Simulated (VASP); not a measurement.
Write the native input for VASP 6.6.1 that does the following.

```
Task                   : single point
Functional             : PBE
Potentials or basis    : VASP PAW PBE potentials, release 64 (V_sv)
Cutoff                 : 520 eV
k mesh                 : 17 × 17 × 17
Occupations            : fermi-dirac, width 0.1 eV
Spin                   : no spin polarisation
Dipole correction      : no
Further INCAR settings : ALGO = Normal; EDIFF = 1e-06; NBANDS = 20
```

The structure of V lies in POSCAR:

```
V
1.0
    0.0000000000      2.5459774117      2.5459774117
    2.5459774117      0.0000000000      2.5459774117
    2.5459774117      2.5459774117      0.0000000000
V
2
Direct
    0.1250000000      0.1250000000      0.1250000000
    0.8750000000      0.8750000000      0.8750000000
```

This isn't the form of V at room conditions, which is bcc.

The input as run:

INCAR

```
ALGO     = Normal         # electronic algorithm
EDIFF    = 1E-6           # SCF threshold, eV
ENCUT    = 520            # plane-wave cutoff, eV
GGA      = PE             # functional
ISIF     = 2              # what is computed and relaxed
ISMEAR   = -1             # smearing method
LASPH    = True           # aspherical terms in the spheres
LCHARG   = False          # write CHGCAR
LREAL    = False          # projectors in reciprocal space
LWAVE    = False          # write WAVECAR
NBANDS   = 20             # bands
NELM     = 80             # most SCF steps
PREC     = Accurate       # precision mode
SIGMA    = 0.1            # smearing width, eV
```

KPOINTS

```
k-points
0
Gamma
  17 17 17
```

Potentials or basis: VASP PAW PBE potentials, release 64 (V_sv).

Command:

```bash
$ cat potpaw_PBE.64/V_sv/POTCAR > POTCAR
$ mpirun -np 1 vasp_std > vasp.out
```

Results of the run:

```
Pressure               : 11.1 GPa
Band gap on the k mesh : zero (bands 13 and 14 overlap by 1.23 eV)
```

Caveat: the cell stands under pressure.

It took 110 s on 1 thread of Intel Xeon 8259CL (shared host), peak memory 0.22 GiB.
